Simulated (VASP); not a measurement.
A run of VASP 6.6.1 is set up as follows.

File INCAR:

```
SYSTEM = Hf4C
PREC     = Accurate       ! precision mode
ENCUT    = 520            ! plane-wave cutoff, eV
EDIFF    = 1E-6           ! SCF threshold, eV
ISMEAR   = 0              ! smearing method
SIGMA    = 0.1            ! smearing width, eV
LREAL    = .False.        ! projectors in reciprocal space
LASPH    = .True.         ! aspherical terms in the spheres
NELM     = 100            ! most SCF steps
ALGO     = Normal         ! electronic algorithm
ISIF     = 2              ! what is computed and relaxed
LWAVE    = .False.        ! write WAVECAR
LCHARG   = .False.        ! write CHGCAR
GGA      = PE             ! functional
NBANDS   = 30             ! bands
```

File KPOINTS:

```
Automatic mesh
0
Gamma
  10 10 4
  0 0 0
```

The input POSCAR:

```
Hf4C
1.0
    3.2808436997      0.0000000000      0.0000000000
    0.0000000000      3.2808436997      0.0000000000
    0.0000000000      0.0000000000      8.7306953455
Hf C
4 1
Direct
    0.5000000000      0.5000000000      0.5000000000
    0.5000000000      0.5000000000      0.0000000000
    0.0000000000      0.0000000000      0.7387625671
    0.0000000000      0.0000000000      0.2612374329
    0.0000000000      0.0000000000      0.0000000000
```

Potentials or basis: VASP PAW PBE potentials, release 64 (Hf_pv, C).

Launch:

```console
$ cat potpaw_PBE.64/Hf_pv/POTCAR potpaw_PBE.64/C/POTCAR > POTCAR
$ mpirun -np 1 vasp_std > vasp.out
```

Q: Predict the band gap on the k mesh.

A: Zero (band 22 reaches 5.84 eV, above the bottom of band 23 at 4.02 eV).

Q: Estimate the pressure.

A: -0.5 GPa.

Q: What does it give for the largest force?

A: 0.021 eV/Å.

Forces on the atoms (eV/Å):
```
Hf   0.000  0.000  0.000
Hf   0.000  0.000  0.000
Hf   0.000  0.000  0.021
Hf   0.000  0.000 -0.021
C    0.000  0.000  0.000
```

Caveat: spin-orbit coupling is left out, which moves the levels of the heavy elements.
